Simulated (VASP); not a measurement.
# Be2Si in VASP: further runs

The runs below take Be2Si through single point, relaxation of the atoms, with PBE.

Everything below comes from runs of VASP 6.6.1. Logs are shortened: lines on timing, memory, paths and dates and some standing lists are left out, and cuts for length are marked.

### 1 The cell of the first run

Symmetry: I4/mmm, No. 139, tetragonal system. Conventional cell: a = 3.734 Å, b = 3.734 Å, c = 5.333 Å, α = 90.00°, β = 90.00°, γ = 90.00°. Within 3.0 Å of Si (site symmetry 4/mmm) lie 8 Be at 2.29 Å. Within 3.0 Å of Be (site symmetry -4m2) lie 4 Si at 2.29 Å and 6 Be at 2.64 to 2.67 Å.

### 2 Single point, PBE

Input file INCAR:

```
PREC = Accurate
ENCUT = 520
EDIFF = 1E-7
ISMEAR = -1
SIGMA = 0.05
LREAL = False
LASPH = True
NELM = 60
ALGO = Normal
ISIF = 2
LWAVE = False
LCHARG = True
GGA = PE
LELF = True
LVHAR = True
NBANDS = 11
```

Input file KPOINTS:

```
Automatic mesh
0
Gamma
  7 7 7
```

Input file POSCAR:

```
Be2Si
1.0
    0.0000000000      2.6400000000      2.6664000000
    2.6400000000      0.0000000000      2.6664000000
    2.6400000000      2.6400000000      0.0000000000
Si Be
1 2
Direct
    0.0000000000      0.0000000000      0.0000000000
    0.2500000000      0.2500000000      0.2500000000
    0.7500000000      0.7500000000      0.7500000000
```

Potentials or basis: VASP PAW PBE potentials, release 64 (Si, Be).

Command:

```bash
cat potpaw_PBE.64/Si/POTCAR potpaw_PBE.64/Be/POTCAR > POTCAR
mpirun -np 1 vasp_std > vasp.out
```

OUTCAR:

```text
PREC = Accurate
   ENCUT = 520
   EDIFF = 1E-7
   ISMEAR = -1
   LREAL = False
   LASPH = True
   NELM = 60
   ISIF = 2
   GGA = PE

 ion  position               nearest neighbor table
   1  0.000  0.000  0.000-   3 2.29   2 2.29   3 2.29   2 2.29   3 2.29   3 2.29   2 2.29   2 2.29

   2  0.250  0.250  0.250-   1 2.29   1 2.29   1 2.29   1 2.29
   3  0.750  0.750  0.750-   1 2.29   1 2.29   1 2.29   1 2.29

  LATTYP: Found a body centered tetragonal cell.
 ALAT       =     3.7335238047
 C/A-ratio  =     1.4283556980

  Lattice vectors:

 A1 = (  -2.6400000000,   0.0000000000,   2.6664000000)
 A2 = (   2.6400000000,   0.0000000000,   2.6664000000)
 A3 = (   0.0000000000,   2.6400000000,  -2.6664000000)

Analysis of symmetry for initial positions (statically):
=====================================================================
 Subroutine PRICEL returns:
 Original cell was already a primitive cell.

 Routine SETGRP: Setting up the symmetry group for a
 body centered tetragonal supercell.

 Subroutine GETGRP returns: Found 16 space group operations
 (whereof 16 operations were pure point group operations)
 out of a pool of 16 trial point group operations.

The static configuration has the point symmetry D_4h.

Analysis of symmetry for dynamics (positions and initial velocities):
=====================================================================
 Subroutine PRICEL returns:
 Original cell was already a primitive cell.

 Routine SETGRP: Setting up the symmetry group for a
 body centered tetragonal supercell.

 Subroutine GETGRP returns: Found 16 space group operations
 (whereof 16 operations were pure point group operations)
 out of a pool of 16 trial point group operations.

The dynamic configuration has the point symmetry D_4h.

 Subroutine INISYM returns: Found 16 space group operations
 (whereof 16 operations are pure point group operations),
 and found     1 'primitive' translations

----------------------------------------------------------------------------------------

                                     Primitive cell

  volume of cell :      37.1675

  direct lattice vectors                    reciprocal lattice vectors
     0.000000000  2.640000000  2.666400000    -0.189393939  0.189393939  0.187518752
     2.640000000  0.000000000  2.666400000     0.189393939 -0.189393939  0.187518752
     2.640000000  2.640000000  0.000000000     0.189393939  0.189393939 -0.187518752

  length of vectors
     3.752237860  3.752237860  3.733523805     0.326960871  0.326960871  0.326960871

  position of ions in fractional coordinates (direct lattice)
     0.000000000  0.000000000  0.000000000
     0.250000000  0.250000000  0.250000000
     0.750000000  0.750000000  0.750000000

  ion indices of the primitive-cell ions
   primitive index   ion index
                 1           1
                 2           2
                 3           3

----------------------------------------------------------------------------------------

 KPOINTS: Automatic mesh

Automatic generation of k-mesh.
 Grid dimensions read from file:
 generate k-points for:    7    7    7

 Generating k-lattice:

  Cartesian coordinates                     Fractional coordinates (reciprocal lattice)
    -0.027056277  0.027056277  0.026788393     0.142857143  0.000000000  0.000000000
     0.027056277 -0.027056277  0.026788393     0.000000000  0.142857143  0.000000000
     0.027056277  0.027056277 -0.026788393     0.000000000  0.000000000  0.142857143

  Length of vectors
     0.046708696  0.046708696  0.046708696

  Shift w.r.t. Gamma in fractional coordinates (k-lattice)
     0.000000000  0.000000000  0.000000000

 Subroutine IBZKPT returns following result:
 ===========================================

 Found     40 irreducible k-points:

 Following reciprocal coordinates:
            Coordinates               Weight
  0.000000  0.000000  0.000000      1.000000
  0.142857  0.000000  0.000000      8.000000
  0.285714  0.000000  0.000000      8.000000
  0.428571 -0.000000  0.000000      8.000000
  0.142857  0.142857  0.000000      2.000000
  0.285714  0.142857  0.000000      8.000000
[... 16 lines left out ...]
  0.428571  0.285714  0.142857      8.000000
 -0.428571  0.285714  0.142857     16.000000
 [... further k-points ...]
   k-points           NKPTS =     40   k-points in BZ     NKDIM =     40   number of bands    NBANDS=     11
   number of dos      NEDOS =    301   number of ions     NIONS =      3
   total plane-waves  NPLWV =  21952
   dimension x,y,z NGX =    28 NGY =   28 NGZ =   28
   dimension x,y,z NGXF=    56 NGYF=   56 NGZF=   56
   ions per type =               1   2
   NGX,Y,Z   is equivalent  to a cutoff of  12.41, 12.41, 12.47 a.u.
   NGXF,Y,Z  is equivalent  to a cutoff of  24.81, 24.81, 24.94 a.u.
 SYSTEM =  unknown system
   PREC   = accura    normal or accurate (medium, high low for compatibility)
   ISTART =      0    job   : 0-new  1-cont  2-samecut
   ICHARG =      2    charge: 1-file 2-atom 10-const
   ISPIN  =      1    spin polarized calculation?
   LNONCOLLINEAR =      F non collinear calculations
   LSORBIT =      F    spin-orbit coupling
   LASPH  =      T    aspherical Exc in radial PAW
   ENCUT  =  520.0 eV  38.22 Ry    6.18 a.u.   6.98  6.98  6.94*2*pi/ulx,y,z
   NELM   =     60;   NELMIN=  2; NELMDL= -5     # of ELM steps
   EDIFF  = 0.1E-06   stopping-criterion for ELM
   LREAL  =      F    real-space projection
   EDIFFG = 0.1E-05   stopping-criterion for IOM
   NSW    =      0    number of steps for IOM
   IBRION =     -1    ionic relax: 0-MD 1-quasi-New 2-CG
   NFREE  =      0    steps in history (QN), initial steepest desc. (CG)
   ISIF   =      2    stress and relaxation
   ISYM   =      2    0-nonsym 1-usesym 2-fastsym
   POTIM  = 0.5000    time-step for ionic-motion
   TEBEG  =    0.0;   TEEND  =   0.0 temperature during run
   PSTRESS=    0.0 pullay stress
   NELECT =       8.0000    total number of electrons
   NUPDOWN=      -1.0000    fix difference up-down
   EMIN   =  10.00;   EMAX   =-10.00  energy-range for DOS
   EFERMI =   0.00;   METHOD = LEGACY
   ISMEAR =    -1;   SIGMA  =   0.05  broadening in eV -4-tet -1-fermi 0-gaus
   EFERMI_NEDOS =   21; number of points for ismear=-14 and -15
   IALGO  =     38    algorithm
   IMIX   =      4    mixing-type and parameters
     AMIX     =   0.40;   BMIX     =  1.00
     AMIX_MAG =   1.60;   BMIX_MAG =  1.00
  volume/ion in A,a.u.               =      12.39        83.61
  Fermi-wavevector in a.u.,A,eV,Ry     =   0.981109  1.854027 13.096617  0.962574
  Thomas-Fermi vector in A             =   2.112090
   LORBIT       =      0    0 simple, 1 ext, 2 COOP (PROOUT), +10 PAW based schemes
   GGA     = PE    functional components
   LHFCALC =     F    Hartree Fock is set to
   AEXX    =    0.0000 exact exchange contribution
   IVDW    =     0    specifies the selected vdW correction
   LEPSILON=     F    determine dielectric tensor
   LRPA    =     F    only Hartree local field effects (RPA)
 non-spin polarized calculation
  energy-cutoff  :      520.00
  volume of cell :       37.17
 maximum number of plane-waves:      1011
   NGX = 13   NGY = 13   NGZ = 13

 number of electron       8.0000000 magnetization

 Free energy of the ion-electron system (eV)
  ---------------------------------------------------
  ext. energy  EPLUGINS =         0.00000000
  ---------------------------------------------------
  free energy    TOTEN  =       -12.23557700 eV

  energy without entropy =      -12.23103761  energy(sigma->0) =      -12.23330731

 E-fermi :   6.5526     XC(G=0):  -9.9284

 val. band max:        6.5209416897   @ k =  -0.1429   0.0000   0.1429
 cond. band min:       6.5542950451   @ k =   0.2857   0.0000   0.2857
 fundamental gap:      0.0333533553
 Fermi energy:         6.5525533077

 k-point     1 :       0.0000    0.0000    0.0000
  band No.  band energies     occupation
      1      -5.3871      2.00000
      2       6.9934      0.00030
      3       6.9934      0.00030
      4       7.0558      0.00009
      5       7.3356      0.00000
      6       7.4229      0.00000
      7       7.4229      0.00000
      8      12.5758      0.00000
      9      13.8660      0.00000
     10      13.8712      0.00000
     11      14.0862      0.00000

 k-point     2 :       0.1429    0.0000    0.0000
  band No.  band energies     occupation
      1      -5.1243      2.00000
      2       4.5105      2.00000
      3       6.1604      1.99921
      4       6.1895      1.99860
      5       8.2656      0.00000
      6       8.2977      0.00000
      7       8.7580      0.00000
      8      12.6677      0.00000
      9      12.7546      0.00000
     10      12.9887      0.00000
     11      14.1049      0.00000

 k-point     3 :       0.2857    0.0000    0.0000
  band No.  band energies     occupation
      1      -4.3587      2.00000
      2       1.8138      2.00000
      3       5.5097      2.00000
      4       5.5796      2.00000
      5       8.3429      0.00000
      6       8.4283      0.00000
      7       9.0817      0.00000
      8      13.0150      0.00000
      9      13.1925      0.00000
     10      13.2393      0.00000
     11      15.1033      0.00000

 k-point     4 :       0.4286   -0.0000    0.0000
  band No.  band energies     occupation
      1      -3.2761      2.00000
      2      -0.2891      2.00000
      3       5.2251      2.00000
      4       5.3242      2.00000
      5       7.8893      0.00000
      6       7.9730      0.00000
      7       9.0880      0.00000
      8      12.8830      0.00000
      9      15.5001      0.00000
     10      15.6141      0.00000
     11      16.7615      0.00000

 k-point     5 :       0.1429    0.1429    0.0000
  band No.  band energies     occupation
      1      -5.0410      2.00000
      2       5.1045      2.00000
      3       5.1045      2.00000
      4       5.8846      2.00000
      5       6.9191      0.00131
      6       9.6656      0.00000
      7       9.6656      0.00000
      8      10.5791      0.00000
      9      14.3758      0.00000
     10      14.4122      0.00000
     11      14.8362      0.00000
[... 211 lines left out ...]
 k-point    21 :      -0.2857    0.0000    0.1429
  band No.  band energies     occupation
      1      -3.7927      2.00000
      2       1.2133      2.00000
      3       3.5050      2.00000
      4       5.4368      2.00000
      5       8.3824      0.00000
      6       8.5002      0.00000
      7      10.5153      0.00000
      8      12.5283      0.00000
      9      13.0069      0.00000
     10      14.5151      0.00000
     11      17.7278      0.00000

 k-point    22 :      -0.1429    0.0000    0.1429
  band No.  band energies     occupation
      1      -4.6944      2.00000
      2       3.5520      2.00000
      3       3.9627      2.00000
      4       6.5209      1.30599
      5       7.8217      0.00000
      6       8.8155      0.00000
      7      10.1434      0.00000
      8      11.6304      0.00000
      9      11.9896      0.00000
     10      14.3252      0.00000
     11      16.2119      0.00000

 k-point    23 :       0.4286    0.2857    0.1429
  band No.  band energies     occupation
      1      -3.7091      2.00000
      2       2.0426      2.00000
      3       2.7207      2.00000
      4       4.2354      2.00000
      5       8.0594      0.00000
      6       9.8461      0.00000
      7       9.9473      0.00000
      8      11.9904      0.00000
      9      14.7926      0.00000
     10      15.2023      0.00000
     11      17.8610      0.00000

 k-point    24 :      -0.4286    0.2857    0.1429
  band No.  band energies     occupation
      1      -2.6840      2.00000
      2       0.3461      2.00000
      3       2.4213      2.00000
      4       3.3911      2.00000
      5       8.7169      0.00000
      6       9.2399      0.00000
      7      11.6569      0.00000
      8      12.4949      0.00000
      9      14.6165      0.00000
     10      15.3539      0.00000
     11      16.5701      0.00000

 [... further k-points ...]
[... 5 lines left out ...]
  --------------------------------------------------------------------------------------
  -------------------------------------------------------------------------------------
  Total       -0.1432631     -0.1432631     -0.2223633      0.0000000      0.0000000     -0.0000000
  in kB       -6.1756354     -6.1756354     -9.5854052      0.0000000      0.0000000     -0.0000000
  external PRESSURE =      -7.3122253 kB  Pullay stress =       0.0000000 kB

 VOLUME and BASIS-vectors are now :
 -----------------------------------------------------------------------------
  energy-cutoff  :      520.00
  volume of cell :       37.17
      direct lattice vectors                 reciprocal lattice vectors
     0.000000000  2.640000000  2.666400000    -0.189393939  0.189393939  0.187518752
     2.640000000  0.000000000  2.666400000     0.189393939 -0.189393939  0.187518752
     2.640000000  2.640000000  0.000000000     0.189393939  0.189393939 -0.187518752

 POSITION                                       TOTAL-FORCE (eV/Angst)
 -----------------------------------------------------------------------------------
      0.00000      0.00000      0.00000        -0.000000      0.000000     -0.000000
      1.32000      1.32000      1.33320         0.000000      0.000000      0.000000
      3.96000      3.96000      3.99960         0.000000     -0.000000     -0.000000
 -----------------------------------------------------------------------------------
    total drift:                                0.000000     -0.000000     -0.000000

  FREE ENERGIE OF THE ION-ELECTRON SYSTEM (eV)
  ---------------------------------------------------
  free  energy   TOTEN  =       -12.2355770004 eV

  energy  without entropy=      -12.2310376114  energy(sigma->0) =      -12.23330731
```

Run time: 29 s. Hardware: 1 thread of Intel Xeon 6975P-C, shared host; peak memory 0.16 GiB.

What came out:

```yaml
Free_energy: -12.2356 eV
Pressure: -0.7 GPa
Band_gap_on_the_k_mesh: zero (band 4 reaches 7.06 eV, above the bottom of band 5 at 6.35 eV)
```

Stress tensor (GPa, compression positive):
```
-0.62  0.00  0.00
 0.00 -0.62  0.00
 0.00  0.00 -0.96
```

### 3 Single point, PBE

This run uses another cell than the first one, of 12.51 Å³/atom, 1.010 times its volume.

Input file INCAR:

```
PREC = Accurate
ENCUT = 520
EDIFF = 1E-7
ISMEAR = -1
SIGMA = 0.05
LREAL = F
LASPH = T
NELM = 60
ALGO = Normal
ISIF = 2
LWAVE = F
LCHARG = F
GGA = PE
NBANDS = 11
```

KPOINTS is that of step 2.

Input file POSCAR:

```
Be2Si
1.0
    0.0000000000      2.6400000000      2.6928000000
    2.6400000000      0.0000000000      2.6928000000
    2.6400000000      2.6400000000      0.0000000000
Si Be
1 2
Direct
    0.0000000000      0.0000000000      0.0000000000
    0.2500000000      0.2500000000      0.2500000000
    0.7500000000      0.7500000000      0.7500000000
```

Potentials or basis: VASP PAW PBE potentials, release 64 (Si, Be).

Command:

```bash
cat potpaw_PBE.64/Si/POTCAR potpaw_PBE.64/Be/POTCAR > POTCAR
mpirun -np 1 vasp_std > vasp.out
```

It took 29 s on 1 thread of AMD EPYC 7R43 (Zen 3), shared host; peak memory 0.12 GiB.

The run converged. Its results:

```yaml
Free_energy: -12.2319 eV
Pressure: -1.7 GPa
Band_gap_on_the_k_mesh: zero (band 4 reaches 7.02 eV, above the bottom of band 5 at 6.22 eV)
```

Stress tensor (GPa, compression positive):
```
-1.41  0.00  0.00
 0.00 -1.41  0.00
 0.00  0.00 -2.24
```

Levels at points of the mesh, in eV from the Fermi level:
| k point | band 1 | band 2 | band 3 | band 4 | band 5 | band 6 | band 7 | band 8 |
| --- | --- | --- | --- | --- | --- | --- | --- | --- |
| (0.00, 0.00, 0.00) | -11.86 | 0.45 | 0.45 | 0.57 | 0.72 | 0.90 | 0.90 | 5.94 |

### 4 Single point, PBE

This run uses another cell than the first one, of 12.76 Å³/atom, 1.030 times its volume.

Input file INCAR:

```
SYSTEM = Be2Si
ALGO = Normal
EDIFF = 1E-6
ENCUT = 520
GGA = PE
ISIF = 2
ISMEAR = -1
LASPH = .TRUE.
LCHARG = .FALSE.
LREAL = .FALSE.
LWAVE = .FALSE.
NBANDS = 11
NELM = 60
PREC = Accurate
SIGMA = 0.05
```

Input file KPOINTS:

```
k-points
0
G
  7 7 7
  0 0 0
```

Input file POSCAR:

```
Be2Si
1.0
    0.0000000000      2.6400000000      2.7456000000
    2.6400000000      0.0000000000      2.7456000000
    2.6400000000      2.6400000000      0.0000000000
Si Be
1 2
Direct
    0.0000000000      0.0000000000      0.0000000000
    0.2500000000      0.2500000000      0.2500000000
    0.7500000000      0.7500000000      0.7500000000
```

Command:

```bash
cat potpaw_PBE.64/Si/POTCAR potpaw_PBE.64/Be/POTCAR > POTCAR
mpirun -np 1 vasp_std > vasp.out
```

It took 18 s on 1 thread of AMD EPYC 7R43 (Zen 3), shared host; peak memory 0.12 GiB.

The run converged. Its results:

| Quantity | Value |
| --- | --- |
| Free energy | -12.2154 eV |
| Pressure | -3.5 GPa |
| Band gap on the k mesh | zero (band 4 reaches 6.84 eV, above the bottom of band 5 at 5.96 eV) |

Stress tensor (GPa, compression positive):
```
-2.68  0.00  0.00
 0.00 -2.68  0.00
 0.00  0.00 -5.07
```

Levels at points of the mesh, in eV from the Fermi level:
| k point | band 2 | band 3 | band 4 | band 5 | band 6 | band 7 |
| --- | --- | --- | --- | --- | --- | --- |
| (0.00, 0.00, 0.00) | 0.49 | 0.49 | 0.63 | 0.74 | 0.99 | 0.99 |

(Continued in part 2 of 2.)
